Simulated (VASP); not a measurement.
Wanted: the native input for a VASP 6.6.1 run.

```
Task                   : single point
Functional             : PBE
Potentials or basis    : VASP PAW PBE potentials, release 64 (Sr_sv, Ta_pv, O)
Cutoff                 : 520 eV
k mesh                 : 4 × 4 × 4
Occupations            : gaussian, width 0.1 eV
Spin                   : no spin polarisation
Dipole correction      : no
Further INCAR settings : ALGO = Normal; EDIFF = 1e-06; NBANDS = 30
```

The structure of SrTa2O2 lies in POSCAR:

```
SrTa2O2
1.0
   -3.0476625520      3.0476625520      2.8236976522
    3.0476625520     -3.0476625520      2.8236976522
    3.0476625520      3.0476625520     -2.8236976522
Sr Ta O
1 2 2
Direct
    0.0000000000      0.0000000000      0.0000000000
    0.5000000000      0.0000000000      0.5000000000
    0.0000000000      0.5000000000      0.5000000000
    0.6197094381      0.6197094381      0.0000000000
    0.3802905619      0.3802905619      0.0000000000
```

The cell was built from a structure type or drawn by symmetry, and may not be a known phase.

The input as run:

INCAR

```
SYSTEM = SrTa2O2
ALGO = Normal
EDIFF = 1E-6
ENCUT = 520
GGA = PE
ISIF = 2
ISMEAR = 0
LASPH = .True.
LCHARG = .False.
LREAL = .False.
LWAVE = .False.
NBANDS = 30
NELM = 80
PREC = Accurate
SIGMA = 0.1
```

KPOINTS

```
k-points
0
Gamma
  4 4 4
  0 0 0
```

Potentials or basis: VASP PAW PBE potentials, release 64 (Sr_sv, Ta_pv, O).

Run with:

```sh
$ cat potpaw_PBE.64/Sr_sv/POTCAR potpaw_PBE.64/Ta_pv/POTCAR potpaw_PBE.64/O/POTCAR > POTCAR
$ mpirun -np 1 vasp_std > vasp.out
```

It gave:

| Property | Result |
| --- | --- |
| Pressure | 0.4 GPa |
| Largest force | 0.172 eV/Å |
| Band gap on the k mesh | zero (bands 22 and 23 overlap by 0.44 eV) |

Caveat: the k points lie up to 0.38 Å⁻¹ apart; spin-orbit coupling is left out, which moves the levels of the heavy elements.

It took 55 s on 1 thread of Intel(R) Xeon(R) Platinum 8488C (Sapphire Rapids), on a shared host, peak memory 0.25 GiB.
